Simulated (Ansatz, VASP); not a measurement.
## KI: VASP beside Ansatz

```
CELL_PARAMETERS angstrom
0.09410 3.54428 3.54428
3.54428 0.09410 3.54428
3.63839 3.63839 0.00000
ATOMIC_POSITIONS crystal
K 0.00000 0.00000 0.00000
I 0.50000 0.50000 0.50000
```

Change from the starting cell: shear_xy strain +5.3%.

Alike in both runs: task single point; functional HSE06; k mesh 4 × 4 × 4; no spin polarisation.

|  | VASP | Ansatz |
| --- | --- | --- |
| version | VASP 6.6.1 | Ansatz 0.2.0 |
| potentials or method | VASP PAW PBE potentials, release 64 (K_sv, I) | plane waves, PAW |
| plane-wave cutoff (eV) | 520 | 420 |
| occupations | gaussian, width 0.01 eV | fixed |
| valence electrons in the cell | 16 | 26 |

VASP gave:

- gap on the k mesh at the Fermi level (eV): 4.85
- pressure (GPa): 0.3
- traceless stress, the component that is largest in VASP (GPa): -0.21

**Question.** Estimate Ansatz's values.

**Answer.** gap on the k mesh at the Fermi level (eV): 4.86; pressure (GPa): 0.3; traceless stress, the component that is largest in VASP (GPa): -0.21.

VASP's potentials hold 16 valence electrons a cell and Ansatz's 26, so a difference there can come from the potentials and not from the codes. Ansatz's warnings: stress exchange threshold loose, stress scf threshold loose.

Neither program's run includes spin-orbit coupling.
